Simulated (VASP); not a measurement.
SiC: single point with r2SCAN

Crystal: SiC.

```
Si C
1.0
     3.07484    0.00533    0.00762
    -1.53281    2.67821    0.00243
     0.01251    0.01183    5.01816
Si C
2 2
Direct
  0.31679 0.67577 0.99047
  0.69980 0.33710 0.50182
  0.33281 0.68825 0.42749
  0.65060 0.29889 0.85022
```

This cell differs from its parent crystal: atoms moved at random and the cell strained at random.

| Property | Result |
| --- | --- |
| Program | VASP 6.6.1 |
| Task | single point |
| Functional | r2SCAN |
| Potentials or basis | VASP PAW PBE potentials, release 64 (Si, C) |
| Cutoff | 520 eV |
| k mesh | 12 × 12 × 6 |
| Occupations | gaussian, width 0.05 eV |
| Spin | no spin polarisation |

| Item | Value |
| --- | --- |
| Pressure | 9.9 GPa |
| Largest force | 6.160 eV/Å |
| Band gap on the k mesh | 2.31 eV (least direct gap 4.04 eV) |

Forces on the atoms (eV/Å):
```
Si   0.799 -1.841  0.717
Si  -3.080  0.401 -0.422
C    2.832 -0.589 -5.438
C   -0.552  2.029  5.143
```

Stress tensor (GPa, compression positive):
```
 2.82  7.62 -2.21
 7.62 11.18 -4.17
-2.21 -4.17 15.68
```

Levels at points of the mesh, in eV from the valence-band top:
```
           k point  band 6  band 7  band 8  band 9  band 10  band 11
(0.00, 0.00, 0.00)   -0.92   -0.10   -0.06    4.76     5.57     6.49
(0.50, 0.00, 0.00)   -4.02   -3.51   -1.53    2.62     4.24     6.44
(0.00, 0.50, 0.00)   -3.97   -3.79   -1.37    2.67     4.75     6.70
(0.50, 0.50, 0.00)   -4.57   -2.95   -2.11    2.31     3.92     6.23
(0.00, 0.00, 0.50)   -1.48   -1.10   -0.39    5.02     6.23     6.66
(0.50, 0.00, 0.50)   -3.08   -2.39   -1.82    2.79     3.25     4.67
(0.00, 0.50, 0.50)   -2.96   -2.21   -1.73    2.80     3.15     4.51
(0.50, 0.50, 0.50)   -3.40   -2.72   -2.01    3.20     3.50     4.43
```

Run time: 5.7 min on 1 thread of Intel(R) Xeon(R) 6975P-C (Granite Rapids) (shared host), peak memory 0.34 GiB.

Caveat: the cell differs from its parent crystal (atoms moved at random and the cell strained at random); the cell stands under pressure; the PAW data sets were made with another functional, which shifts forces and pressure a little. A k mesh can miss the band edges.
